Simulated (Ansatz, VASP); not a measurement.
# MnI2 in VASP and in Ansatz

Contents of INCAR:

```
PREC = Accurate ; ENCUT = 520
EDIFF = 1E-6 ; ISMEAR = 0
SIGMA = 0.05 ; LREAL = F
LASPH = T ; NELM = 150
ALGO = Normal ; ISIF = 2
LWAVE = F ; LCHARG = F
ISPIN = 2 ; MAGMOM = 5.08 -5.08 0.05 -0.05 -0.05 0.05
LORBIT = 11 ; LMAXMIX = 4
LDAU = T ; LDAUTYPE = 2
LDAUL = 2 -1 ; LDAUU = 4 0
LDAUJ = 0 0 ; LDAUPRINT = 1
GGA = CA ; NBANDS = 40
```

The input KPOINTS:

```
regular mesh
0
Gamma
  5 5 2
```

POSCAR

```
MnI2
1.0
    4.1600013200      0.0000000000      0.0000000000
   -2.0800006600      3.6026668200      0.0000000000
    0.0000000000      0.0000000000     13.6399982000
Mn I
2 4
Direct
    0.0000000000      0.0000000000      0.0000000000
    0.0000000000      0.0000000000      0.5000000000
    0.3333333333      0.6666666667      0.1250000000
    0.6666666667      0.3333333333      0.3750000000
    0.3333333333      0.6666666667      0.6250000000
    0.6666666667      0.3333333333      0.8750000000
```

Input for Ansatz:

```yaml
crystal:
  lattice:
    - [4.16000132, 0.0, 0.0]
    - [-2.08000066, 3.60266682, 0.0]
    - [0.0, 0.0, 13.6399982]
  atoms:
    - { symbol: Mn, position: [0.0, 0.0, 0.0], spin: 5.0 }
    - { symbol: I, position: [0.3333333333, 0.6666666667, 0.125] }
    - { symbol: I, position: [0.6666666667, 0.3333333333, 0.375] }
    - { symbol: Mn, position: [0.0, 0.0, 0.5], spin: -5.0 }
    - { symbol: I, position: [0.3333333333, 0.6666666667, 0.625] }
    - { symbol: I, position: [0.6666666667, 0.3333333333, 0.875] }
basis:
  ecutwfc: 420
  ecutrho_ratio: 4
kpoints:
  mp_grid: { grid: [5, 5, 2] }
hamiltonian:
  xc: lda
  hubbard:
    sites:
      - { site: 0, l: d, u_eff: 4.0, starting_ns: [{ spin: up, occupation_matrix: s0up }, { spin: down, occupation_matrix: s0down }] }
      - { site: 3, l: d, u_eff: 4.0, starting_ns: [{ spin: up, occupation_matrix: s3up }, { spin: down, occupation_matrix: s3down }] }
    occupation_matrices:
      s0up:
        matrix:
          - [0.97, 0.0, 0.0, 0.0, 0.0]
          - [0.0, 0.97, 0.0, 0.0, 0.0]
          - [0.0, 0.0, 0.97, 0.0, 0.0]
          - [0.0, 0.0, 0.0, 0.97, 0.0]
          - [0.0, 0.0, 0.0, 0.0, 0.97]
      s0down:
        matrix:
          - [0.02, 0.0, 0.0, 0.0, 0.0]
          - [0.0, 0.02, 0.0, 0.0, 0.0]
          - [0.0, 0.0, 0.02, 0.0, 0.0]
          - [0.0, 0.0, 0.0, 0.02, 0.0]
          - [0.0, 0.0, 0.0, 0.0, 0.02]
      s3up:
        matrix:
          - [0.02, 0.0, 0.0, 0.0, 0.0]
          - [0.0, 0.02, 0.0, 0.0, 0.0]
          - [0.0, 0.0, 0.02, 0.0, 0.0]
          - [0.0, 0.0, 0.0, 0.02, 0.0]
          - [0.0, 0.0, 0.0, 0.0, 0.02]
      s3down:
        matrix:
          - [0.97, 0.0, 0.0, 0.0, 0.0]
          - [0.0, 0.97, 0.0, 0.0, 0.0]
          - [0.0, 0.0, 0.97, 0.0, 0.0]
          - [0.0, 0.0, 0.0, 0.97, 0.0]
          - [0.0, 0.0, 0.0, 0.0, 0.97]
    ns_hold: { iters: 8 }
scf:
  occupations: { method: gaussian, width: 0.05 }
  lower_state_search: "off"
  max_iter: 150
output:
  forces: true
  stress: true
  eigenvalues: true
  populations: true
  hubbard: { sites: [{ site: 0, l: d }, { site: 3, l: d }] }
  write_density: true
  write_potential: true
  elf: true
  volumetric_format: npy
magnetization:
  spin_polarized: true
```

Alike in both runs: task single point; functional LDA; k mesh 5 × 5 × 2; occupations gaussian, width 0.05 eV; collinear spin; Hubbard terms Mn d U = 4.0 eV.

|  | VASP | Ansatz |
| --- | --- | --- |
| version | VASP 6.6.1 | Ansatz 0.2.0 |
| potentials or method | VASP PAW LDA potentials, release 64 (Mn_pv, I), cutoff 520 eV | scalar-relativistic, plane waves, PAW |
| valence electrons in the cell | 54 | 98 |

|  | VASP | Ansatz | Ansatz less VASP |
| --- | --- | --- | --- |
| gap on the k mesh at the Fermi level (eV) | 2.37 | 2.60 | +0.227 |
| least direct gap on the mesh (eV) | 2.60 | 2.83 | +0.231 |
| pressure (GPa) | -2.7 | -2.5 | +0.15 |
| rms of the force components (eV/Å) | 0.213 | 0.206 | -0.0067 |
| net moment per atom (μB) | 0.00 | 0.00 | 0.000 |
| size of the moment on the site where the two differ most (μB) | 4.55 | 4.62 | +0.070 |

LDA's correlation is that of Perdew and Zunger in VASP and of Perdew and Wang (1992) in Ansatz. Site moments also hang on the region over which each program counts them. The programs project onto different local orbitals, so the same U acts differently, and such runs can settle in different states. VASP's potentials hold 54 valence electrons a cell and Ansatz's 98, so a difference there can come from the potentials and not from the codes.

Neither program's run includes spin-orbit coupling.
